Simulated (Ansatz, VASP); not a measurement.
CeO2 in VASP and in Ansatz

The input POSCAR:

```
CeO2
1.0
    0.0000000000      2.7300000000      2.7300000000
    2.7300000000      0.0000000000      2.7300000000
    2.7300000000      2.7300000000      0.0000000000
Ce O
1 2
Direct
    0.0000000000      0.0000000000      0.0000000000
    0.2500000000      0.2500000000      0.2500000000
    0.7500000000      0.7500000000      0.7500000000
```

Contents of INCAR.step1:

```
SYSTEM = CeO2
  PREC = Accurate
  ENCUT = 520
  ISMEAR = -1
  SIGMA = 0.02
  LREAL = .FALSE.
  LASPH = .TRUE.
  NELM = 100
  NBANDS = 19
  GGA = PE
  ALGO = Normal
  EDIFF = 1E-4
  LWAVE = .TRUE.
  LCHARG = .FALSE.
```

The input INCAR.step2:

```
SYSTEM = CeO2
  PREC = Accurate
  ENCUT = 520
  EDIFF = 1E-7
  ISMEAR = -1
  SIGMA = 0.02
  LREAL = .FALSE.
  LASPH = .TRUE.
  NELM = 100
  ALGO = Normal
  ISIF = 2
  LWAVE = .FALSE.
  LCHARG = .FALSE.
  METAGGA = R2SCAN
  LMIXTAU = .TRUE.
  NBANDS = 19
  ISTART = 1
```

The input KPOINTS:

```
regular mesh
0
G
  6 6 6
  0 0 0
```

Input for Ansatz:

```yaml
crystal:
  lattice:
    - [0, 2.73, 2.73]
    - [2.73, 0, 2.73]
    - [2.73, 2.73, 0]
  atoms:
    - { symbol: Ce, position: [0, 0, 0] }
    - { symbol: O, position: [0.25, 0.25, 0.25] }
    - { symbol: O, position: [0.75, 0.75, 0.75] }
kpoints:
  mp_grid: { grid: [6, 6, 6] }
hamiltonian:
  xc: r2scan
  pseudopotentials:
    kind: all_electron
    relativity: scalar
    datasets: crystal
    dataset_attempts: all
    nuclear_model: point
scf:
  occupations: { method: fermi_dirac, width: 0.02 }
  convergence: { dr2_threshold: "1e-9 eV" }
  max_iter: 300
output:
  forces: true
  stress: true
  eigenvalues: true
```

Alike in both runs: task single point; functional r2SCAN; k mesh 6 × 6 × 6; occupations fermi-dirac, width 0.02 eV; no spin polarisation.

|  | VASP | Ansatz |
| --- | --- | --- |
| version | VASP 6.6.1 | Ansatz 0.2.0 development build |
| potentials or method | VASP PAW PBE potentials, release 64 (Ce, O), cutoff 520 eV | plane waves, all-electron PAW datasets generated for the crystal |

```csv
,VASP,Ansatz,Ansatz less VASP
gap on the k mesh at the Fermi level (eV),2.23,2.31,+0.074
```

VASP's potentials were made for PBE, not for r2SCAN. Ansatz ran all-electron here, and VASP with PAW potentials.

Spin-orbit coupling is off throughout.
